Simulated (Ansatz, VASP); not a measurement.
NaH: VASP beside Ansatz

Contents of POSCAR:

```
NaH
1.0
    0.0000000000      2.4214874114      2.4214874114
    2.4214874114      0.0000000000      2.4214874114
    2.4214874114      2.4214874114      0.0000000000
Na H
1 1
Direct
    0.0000000000      0.0000000000      0.0000000000
    0.5000000000      0.5000000000      0.5000000000
```

The input INCAR.step1:

```
PREC     = Accurate       # precision mode
ENCUT    = 520            # plane-wave cutoff, eV
ISMEAR   = 0              # smearing method
SIGMA    = 0.01           # smearing width, eV
LREAL    = F              # projectors in reciprocal space
LASPH    = T              # aspherical terms in the spheres
NELM     = 80             # most SCF steps
NBANDS   = 11             # bands
GGA      = PE             # functional
ALGO     = Normal         # electronic algorithm
EDIFF    = 1E-4           # SCF threshold, eV
LWAVE    = T              # write WAVECAR
LCHARG   = F              # write CHGCAR
```

The input INCAR.step2:

```
PREC     = Accurate       # precision mode
ENCUT    = 520            # plane-wave cutoff, eV
EDIFF    = 1E-7           # SCF threshold, eV
ISMEAR   = 0              # smearing method
SIGMA    = 0.01           # smearing width, eV
LREAL    = F              # projectors in reciprocal space
LASPH    = T              # aspherical terms in the spheres
NELM     = 80             # most SCF steps
ALGO     = Normal         # electronic algorithm
ISIF     = 2              # what is computed and relaxed
LWAVE    = F              # write WAVECAR
LCHARG   = T              # write CHGCAR
METAGGA  = R2SCAN         # meta-GGA
LMIXTAU  = T            
LELF     = T              # ELF
LVHAR    = T            
NBANDS   = 11             # bands
ISTART   = 1
```

File KPOINTS:

```
regular mesh
0
Gamma
  10 10 10
```

Input for Ansatz:

```yaml
crystal:
  lattice:
    - [0.0, 2.4214874114, 2.4214874114]
    - [2.4214874114, 0.0, 2.4214874114]
    - [2.4214874114, 2.4214874114, 0.0]
  atoms:
    - { symbol: Na, position: [0.0, 0.0, 0.0] }
    - { symbol: H, position: [0.5, 0.5, 0.5] }
kpoints:
  mp_grid: { grid: [10, 10, 10] }
  band_path:
    path:
      - [0.0, 0.0, 0.0]
      - [0.5, 0.0, 0.5]
      - [0.625, 0.25, 0.625]
      - [0.375, 0.375, 0.75]
      - [0.5, 0.5, 0.5]
      - [0.5, 0.25, 0.75]
      - [0.25, -0.5, -0.25]
      - [0.0, 0.0, 0.5]
    npoints: 1
hamiltonian:
  xc: r2scan
scf:
  occupations: { method: fixed }
  n_extra_bands: 4
output:
  forces: true
  stress: true
  eigenvalues: true
  write_density: true
  write_potential: true
  elf: true
  volumetric_format: npy
```

Change from the starting cell: hydrostatic strain +1.0%.

Alike in both runs: task single point; functional r2SCAN; k mesh 10 × 10 × 10; no spin polarisation.

|  | VASP | Ansatz |
| --- | --- | --- |
| version | VASP 6.6.1 | Ansatz 0.2.0 |
| potentials or method | VASP PAW PBE potentials, release 64 (Na_pv, H) | plane waves, PAW |
| plane-wave cutoff (eV) | 520 | 500 |
| occupations | gaussian, width 0.01 eV | fixed |
| valence electrons in the cell | 8 | 10 |

Ansatz gave:

```
gap on the k mesh at the Fermi level (eV) : 4.36
pressure (GPa)                            : -0.7
```

What did VASP give for the same quantities?

gap on the k mesh at the Fermi level (eV): 4.37; pressure (GPa): -0.8.

VASP's potentials were made for PBE, not for r2SCAN. VASP's potentials hold 8 valence electrons a cell and Ansatz's 10, so a difference there can come from the potentials and not from the codes.
